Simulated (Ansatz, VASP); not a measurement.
One calculation of Ga2P, two programs

INCAR

```
PREC = Accurate ; ENCUT = 500
EDIFF = 1E-6 ; ISMEAR = 0
SIGMA = 0.2 ; LREAL = False
LASPH = True ; NELM = 120
ALGO = Normal ; ISIF = 2
LWAVE = False ; LCHARG = True
GGA = PE ; LELF = True
LVHAR = True ; NBANDS = 74
GGA_COMPAT = False
```

File KPOINTS:

```
regular mesh
0
Gamma
  6 6 2
```

POSCAR

```
Ga2P
1.0
    4.6823794821      0.0000000000      0.0000000000
   -2.3411897410      4.0550595817      0.0000000000
    0.0000000000      0.0000000000     11.1107788687
Ga P
8 4
Direct
    0.0000000000      1.0000000000      0.2500000000
    0.0000000000      0.0000000000      0.7500000000
    0.0000000000      0.0000000000      0.0000000000
    0.0000000000      1.0000000000      0.5000000000
    0.6666666667      0.3333333333      0.1250000000
    0.6666666667      0.3333333333      0.6250000000
    0.3333333333      0.6666666667      0.3750000000
    0.3333333333      0.6666666667      0.8750000000
    0.6666666667      0.3333333333      0.3750000000
    0.6666666667      0.3333333333      0.8750000000
    0.3333333333      0.6666666667      0.1250000000
    0.3333333333      0.6666666667      0.6250000000
```

Input for Ansatz:

```yaml
crystal:
  lattice:
    - [4.6823794821, 0.0, 0.0]
    - [-2.341189741, 4.0550595817, 0.0]
    - [0.0, 0.0, 11.1107788687]
  atoms:
    - { symbol: Ga, position: [0.0, 1.0, 0.25] }
    - { symbol: Ga, position: [0.0, 0.0, 0.75] }
    - { symbol: Ga, position: [0.0, 0.0, 0.0] }
    - { symbol: Ga, position: [0.0, 1.0, 0.5] }
    - { symbol: Ga, position: [0.6666666667, 0.3333333333, 0.125] }
    - { symbol: Ga, position: [0.6666666667, 0.3333333333, 0.625] }
    - { symbol: Ga, position: [0.3333333333, 0.6666666667, 0.375] }
    - { symbol: Ga, position: [0.3333333333, 0.6666666667, 0.875] }
    - { symbol: P, position: [0.6666666667, 0.3333333333, 0.375] }
    - { symbol: P, position: [0.6666666667, 0.3333333333, 0.875] }
    - { symbol: P, position: [0.3333333333, 0.6666666667, 0.125] }
    - { symbol: P, position: [0.3333333333, 0.6666666667, 0.625] }
basis:
  ecutwfc: 420
kpoints:
  mp_grid: { grid: [6, 6, 2] }
hamiltonian:
  xc: pbe
scf:
  occupations: { method: gaussian, width: 0.2 }
  lower_state_search: "off"
output:
  forces: true
  stress: true
  eigenvalues: true
```

Alike in both runs: task single point; functional PBE; k mesh 6 × 6 × 2; occupations gaussian, width 0.2 eV; no spin polarisation.

```csv
,VASP,Ansatz
version,VASP 6.6.1,Ansatz 0.2.0
potentials or method,"VASP PAW PBE potentials, release 64 (Ga_d, P), cutoff 500 eV","scalar-relativistic, plane waves, PAW"
valence electrons in the cell,124,124
```

|  | VASP | Ansatz | Ansatz less VASP |
| --- | --- | --- | --- |
| gap on the k mesh at the Fermi level (eV) | none | none | - |
| pressure (GPa) | 0.3 | 0.3 | -0.03 |
| traceless stress, the component that is largest in VASP (GPa) | 0.98 | 0.97 | -0.013 |

A gap of «none» marks a metal or a gap that the smearing closes. The functional is the same, so the differences come from potentials, cutoffs and numerics.
